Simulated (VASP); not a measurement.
A run of VASP 6.6.1:

Contents of INCAR:

```
  PREC = Accurate
  ENCUT = 520
  EDIFF = 1E-6
  ISMEAR = 0
  SIGMA = 0.05
  LREAL = Auto
  LASPH = True
  NELM = 100
  ALGO = Normal
  ISIF = 2
  LWAVE = False
  LCHARG = False
  GGA = PS
  IBRION = 2
  NSW = 80
  EDIFFG = -0.03
  NELECT = 120.0
```

Contents of KPOINTS:

```
Automatic mesh
0
Gamma
  2 2 2
```

Contents of POSCAR:

```
Si8O15
1.0
   -4.1898000000     -4.1898000000      0.0000000000
    4.1898000000     -4.1898000000      0.0000000000
    0.0000000000      0.0000000000      5.3388000000
Si O
8 15
Direct
    0.5043622000      0.5053201000      0.0004749000
   -0.0015177000      0.4985502000      0.2526190000
    0.5042586000      0.4955170000      0.4935836000
   -0.0051412000      0.4919637000      0.7554827000
    0.0037987000     -0.0002631000     -0.0002936000
    0.5025224000      0.0014050000      0.2529457000
   -0.0088837000     -0.0040992000      0.4985953000
    0.5106070000      0.0045738000      0.7550495000
    0.1947595000      0.5017946000     -0.0053192000
    0.0040282000      0.1973989000      0.2433959000
    0.8109533000      0.4885060000      0.0005398000
   -0.0057241000      0.7971677000      0.2572071000
    0.1909298000      0.4995271000      0.4909840000
    0.8037959000      0.4937414000      0.4932100000
   -0.0068988000      0.8075847000      0.7557237000
    0.6916161000      0.0045300000     -0.0019917000
    0.5037852000      0.6943799000      0.2488760000
    0.2985681000     -0.0012100000     -0.0037031000
    0.5069179000      0.3136328000      0.2447534000
    0.6899997000     -0.0020569000      0.5049929000
    0.5009331000      0.6960530000      0.7535085000
    0.3073990000      0.0071998000      0.4956030000
    0.5005709000      0.3037792000      0.7466453000
```

Potentials or basis: VASP PAW PBE potentials, release 64 (Si, O).

Run with:

```console
$ cat potpaw_PBE.64/Si/POTCAR potpaw_PBE.64/O/POTCAR > POTCAR
$ mpirun -np 1 vasp_std > vasp.out
```

Hardware: 1 thread of Oxide Virtual Turin-like Processor (shared host).

Q: Estimate the wall time of this run.

A: Wall time 42 min on 1 thread of Oxide Virtual Turin-like Processor (shared host), peak memory 0.29 GiB. Counts: scf iterations 140, k points 8, ion steps 18.
